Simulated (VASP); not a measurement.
Runs of VASP 6.6.1 on InP. The structure is that of space group F-43m (No. 216), or close to it. The cells are those of the table. 

```csv
level,potentials or basis,spin,cell,k mesh,smearing,grid for exact exchange (PRECFOCK),gap on the mesh (eV),pressure (GPa)
r2SCAN,"VASP PAW PBE potentials, release 64 (In_d, P)",off,"a = 4.177 Å, angles 60.0°, 2 atoms",8 × 8 × 8,gaussian 0.01 eV,-,(a),-0.1
LDA,"VASP PAW LDA potentials, release 64 (In_d, P)",off,"a = 4.177 Å, angles 60.0°, 2 atoms",8 × 8 × 8,gaussian 0.01 eV,-,0.38,(b)
PBE,"VASP PAW PBE potentials, release 64 (In_d, P)","non-collinear, zero start, SOC","a = 4.177 Å, angles 60.0°, 2 atoms",8 × 8 × 8,fermi-dirac 0.02 eV,-,-,1.6
PBEsol,"VASP PAW PBE potentials, release 64 (In_d, P)",off,"a = 4.157 Å, angles 60.0°, 2 atoms",6 × 6 × 6,fermi-dirac 0.02 eV,-,0.56,-0.1
PBE0,"VASP PAW PBE potentials, release 64 (In_d, P)",off,"a = 4.177 Å, angles 60.0°, 2 atoms",6 × 6 × 6,gaussian 0.01 eV,Normal,1.99,-0.6
```

Alike in all rows: task single point; cutoff (eV) 520.

Problem. Fill in the values left out.

Solution. (a) 1.03; (b) -2.7.

Caveats: spin-orbit coupling is left out, which moves the levels of the heavy elements (some runs); the PAW data sets were made with another functional, which shifts forces and pressure a little (some runs).

A k mesh can miss the band edges, and rows without SOC leave out spin-orbit coupling on In.
